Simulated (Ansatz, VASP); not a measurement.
Two plane-wave programs on V

The input INCAR:

```
SYSTEM = V
ALGO     = Fast           ! electronic algorithm
EDIFF    = 1E-7           ! SCF threshold, eV
ENCUT    = 520            ! plane-wave cutoff, eV
GGA      = PS             ! functional
ISIF     = 2              ! what is computed and relaxed
ISMEAR   = 0              ! smearing method
LASPH    = .TRUE.         ! aspherical terms in the spheres
LCHARG   = .TRUE.         ! write CHGCAR
LELF     = .TRUE.         ! ELF
LREAL    = .FALSE.        ! projectors in reciprocal space
LVHAR    = .TRUE.       
LWAVE    = .FALSE.        ! write WAVECAR
NBANDS   = 12             ! bands
NELM     = 100            ! most SCF steps
PREC     = Accurate       ! precision mode
SIGMA    = 0.15           ! smearing width, eV
```

KPOINTS

```
k-points
0
G
  22 22 22
  0 0 0
```

File POSCAR:

```
V
1.0
   -1.5583900000      1.5583900000      1.5130000000
    1.5583900000     -1.5583900000      1.5130000000
    1.5583900000      1.5583900000     -1.5130000000
V
1
Direct
    0.0000000000      0.0000000000      0.0000000000
```

Input for Ansatz:

```yaml
crystal:
  lattice:
    - [-1.55839, 1.55839, 1.513]
    - [1.55839, -1.55839, 1.513]
    - [1.55839, 1.55839, -1.513]
  atoms:
    - { symbol: V, position: [0.0, 0.0, 0.0] }
basis:
  ecutwfc: 420
kpoints:
  mp_grid: { grid: [22, 22, 22] }
hamiltonian:
  xc: pbesol
scf:
  occupations: { method: gaussian, width: 0.15 }
output:
  forces: true
  stress: true
  eigenvalues: true
```

Change from the starting cell: strain +0.030 along x and y, +0.000 along z, atoms carried along.

Alike in both runs: task single point; functional PBEsol; k mesh 22 × 22 × 22; occupations gaussian, width 0.15 eV; no spin polarisation.

```csv
,VASP,Ansatz
version,VASP 6.6.1,Ansatz 0.2.0
potentials or method,"VASP PAW PBE potentials, release 64 (V_sv), cutoff 520 eV","scalar-relativistic, plane waves, PAW"
valence electrons in the cell,13,13
```

```csv
,VASP,Ansatz,Ansatz less VASP
gap on the k mesh at the Fermi level (eV),none,none,-
pressure (GPa),-19.2,-19.4,-0.23
"traceless stress, the component that is largest in VASP (GPa)",1.89,1.90,+0.014
```

VASP's potentials were made for PBE, not for PBEsol. A gap of «none» marks a metal or a gap that the smearing closes. With one functional, cell and mesh, what is left measures potentials, basis and numerics.
